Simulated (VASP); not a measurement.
Wanted: the native input for a VASP 6.6.1 run.

```
Task                   : single point
Functional             : PBEsol
Potentials or basis    : VASP PAW PBE potentials, release 64 (Na_pv)
Cutoff                 : 520 eV
k mesh                 : 16 × 16 × 16
Occupations            : gaussian, width 0.15 eV
Spin                   : no spin polarisation
Dipole correction      : no
Further INCAR settings : ALGO = Fast; EDIFF = 1e-07; NBANDS = 10
```

The structure of Na lies in POSCAR:

```
Na
1.0
   -2.1175000000      2.1175000000      2.1175000000
    2.1175000000     -2.1175000000      2.1175000000
    2.1175000000      2.1175000000     -2.1175000000
Na
1
Direct
    0.0000000000      0.0000000000      0.0000000000
```

These files were run (other wordings do the same):

INCAR

```
  PREC = Accurate
  ENCUT = 520
  EDIFF = 1E-7
  ISMEAR = 0
  SIGMA = 0.15
  LREAL = False
  LASPH = True
  NELM = 80
  ALGO = Fast
  ISIF = 2
  LWAVE = False
  LCHARG = False
  GGA = PS
  NBANDS = 10
```

KPOINTS

```
regular mesh
0
Gamma
  16 16 16
```

Potentials or basis: VASP PAW PBE potentials, release 64 (Na_pv).

The run is started by

```console
$ cat potpaw_PBE.64/Na_pv/POTCAR > POTCAR
$ mpirun -np 1 vasp_std > vasp.out
```

It gave:

* Pressure: -0.3 GPa
* Band gap on the k mesh: zero (an odd number of electrons rules out a gap without spin polarisation)

Caveat: the PAW data sets were made with another functional, which shifts forces and pressure a little.

Run time: 80 s on 1 thread of Intel Xeon 8259CL (shared host), peak memory 0.18 GiB.
